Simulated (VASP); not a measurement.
A run of VASP 6.6.1 is set up as follows.

INCAR

```
SYSTEM = In
  ALGO = Normal
  EDIFF = 1E-6
  ENCUT = 500
  GGA = PE
  GGA_COMPAT = .FALSE.
  ISIF = 2
  ISMEAR = -1
  LASPH = .TRUE.
  LCHARG = .TRUE.
  LELF = .TRUE.
  LREAL = .FALSE.
  LVHAR = .TRUE.
  LWAVE = .FALSE.
  NBANDS = 20
  NELM = 120
  PREC = Accurate
  SIGMA = 0.08
```

KPOINTS

```
k-points
0
G
  14 14 8
  0 0 0
```

Contents of POSCAR:

```
In
1.0
    3.0993694169      0.0000000000      0.0000000000
   -1.5496847084      2.6841326507      0.0000000000
    0.0000000000      0.0000000000      5.2076642222
In
2
Direct
    0.3333333333      0.6666666667      0.2500000000
    0.6666666667      0.3333333333      0.7500000000
```

Potentials or basis: VASP PAW PBE potentials, release 64 (In_d).

Command:

```bash
$ cat potpaw_PBE.64/In_d/POTCAR > POTCAR
$ mpirun -np 1 vasp_std > vasp.out
```

**Question.** Predict the band gap on the k mesh.

**Answer.** Zero (bands 13 and 14 overlap by 7.27 eV).

**Question.** What does it give for the pressure?

**Answer.** 16.0 GPa.

Caveat: the cell stands under pressure; spin-orbit coupling is left out, which moves the levels of the heavy elements.
